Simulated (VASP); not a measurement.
A run of VASP 6.6.1:

INCAR

```
ALGO     = Normal         # electronic algorithm
EDIFF    = 1E-6           # SCF threshold, eV
ENCUT    = 520            # plane-wave cutoff, eV
GGA      = PE             # functional
ISIF     = 2              # what is computed and relaxed
ISMEAR   = 0              # smearing method
LASPH    = True           # aspherical terms in the spheres
LCHARG   = False          # write CHGCAR
LREAL    = False          # projectors in reciprocal space
LWAVE    = False          # write WAVECAR
NBANDS   = 20             # bands
NELM     = 60             # most SCF steps
PREC     = Accurate       # precision mode
SIGMA    = 0.05           # smearing width, eV
```

File KPOINTS:

```
k-points
0
Gamma
  6 6 6
```

File POSCAR:

```
BiAu
1.0
    0.0000000000      3.0683860134      3.0683860134
    3.0683860134      0.0000000000      3.0683860134
    3.0683860134      3.0683860134      0.0000000000
Au Bi
1 1
Direct
    0.0000000000      0.0000000000      0.0000000000
    0.2500000000      0.2500000000      0.2500000000
```

Potentials or basis: VASP PAW PBE potentials, release 64 (Au, Bi_d).

The run is started by

```console
$ cat potpaw_PBE.64/Au/POTCAR potpaw_PBE.64/Bi_d/POTCAR > POTCAR
$ mpirun -np 1 vasp_std > vasp.out
```

Hardware: 1 thread of AMD EPYC 9R45 96-Core Processor (Zen 5), on a shared host.

Task: How long does it take, and how much memory?

Result: Wall time 8.5 s on 1 thread of AMD EPYC 9R45 96-Core Processor (Zen 5) (shared host), peak memory 0.15 GiB. Counts: scf iterations 13, k points 16.
